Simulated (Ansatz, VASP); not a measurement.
# Zr: VASP beside Ansatz

```
Zr
1.0
     3.28728    0.00000    0.00000
    -1.64364    2.84687    0.00000
     0.00000    0.00000    5.22523
Zr
2
Cartesian
  0.0000 1.8979 1.3063
  1.6436 0.9490 3.9189
```

Alike in both runs: task single point; functional r2SCAN; k mesh 18 × 18 × 10; occupations fermi-dirac, width 0.1 eV; no spin polarisation.

|  | VASP | Ansatz |
| --- | --- | --- |
| version | VASP 6.6.1 | Ansatz 0.2.0 |
| potentials or method | VASP PAW PBE potentials, release 64 (Zr_sv), cutoff 520 eV | plane waves (500 eV) with PAW, scalar-relativistic |
| valence electrons in the cell | 24 | 24 |

|  | VASP | Ansatz | Ansatz less VASP |
| --- | --- | --- | --- |
| pressure (GPa) | -3.5 | -3.5 | 0.00 |
| traceless stress, the component that is largest in VASP (GPa) | -0.09 | -0.09 | +0.008 |

VASP's potentials were made for PBE, not for r2SCAN.
